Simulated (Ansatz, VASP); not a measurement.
# Two plane-wave programs on B

```
B
1.0
     0.00000    2.02718    2.02718
     2.02718    0.00000    2.02718
     2.02718    2.02718    0.00000
B
2
Direct
  0.12500 0.12500 0.12500
  0.87500 0.87500 0.87500
```

Alike in both runs: task single point; functional r2SCAN; k mesh 13 × 13 × 13; occupations fermi-dirac, width 0.1 eV; non-collinear spin, spin-orbit coupling.

```csv
,VASP,Ansatz
version,VASP 6.6.1,Ansatz 0.2.0
potentials or method,"VASP PAW PBE potentials, release 64 (B), cutoff 520 eV","plane waves (500 eV) with PAW, fully relativistic with spin-orbit coupling"
valence electrons in the cell,6,6
```

```tsv
	VASP	Ansatz	Ansatz less VASP
net moment per atom (μB)	0.00	0.00	0.000
```

VASP's potentials were made for PBE, not for r2SCAN.
